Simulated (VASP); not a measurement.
Input of a VASP 6.6.1 run:

Contents of INCAR:

```
ALGO = Normal ; EDIFF = 1E-6
EDIFFG = -0.05 ; ENCUT = 600
GGA = PE ; IBRION = 2
ISIF = 3 ; ISMEAR = 0
LASPH = True ; LCHARG = False
LDAU = True ; LDAUJ = 0 0
LDAUL = 2 -1 ; LDAUPRINT = 1
LDAUTYPE = 2 ; LDAUU = 4 0
LMAXMIX = 4 ; LREAL = False
LWAVE = False ; NELM = 150
NSW = 100 ; PREC = Accurate
SIGMA = 0.1
```

The input KPOINTS:

```
k-points
0
Gamma
  4 4 6
```

Contents of POSCAR:

```
TiO2
1.0
    4.5922000000      0.0000000000      0.0000000000
    0.0000000000      4.5922000000      0.0000000000
    0.0000000000      0.0000000000      2.9574000000
Ti O
2 4
Direct
    0.0000000000      0.0000000000      0.0000000000
    0.5000000000      0.5000000000      0.5000000000
    0.3049600000      0.3049600000      0.0000000000
    0.1950400000      0.8049600000      0.5000000000
    0.6950400000      0.6950400000      0.0000000000
    0.8049600000      0.1950400000      0.5000000000
```

Potentials or basis: VASP PAW PBE potentials, release 64 (Ti_sv, O).

Launch:

```sh
$ cat potpaw_PBE.64/Ti_sv/POTCAR potpaw_PBE.64/O/POTCAR > POTCAR
$ mpirun -np 1 vasp_std > vasp.out
```

Q: Estimate the space group after relaxing (to 0.1 Å).

A: P4_2/mnm (No. 136).

Q: What does it give for the relaxed cell?

A: a = 4.666 Å, b = 4.666 Å, c = 3.020 Å, α = 90.00°, β = 90.00°, γ = 90.00°.

Forces on the atoms (eV/Å):
```
Ti   0.000  0.000  0.000
Ti   0.000  0.000  0.000
O    0.018  0.018  0.000
O   -0.018  0.018  0.000
O   -0.018 -0.018  0.000
O    0.018 -0.018  0.000
```

Caveat: the relaxation stopped at a loose force limit of 0.05 eV/Å, so its end isn't a converged minimum. PBE usually gives volumes a little too large and moduli too small.
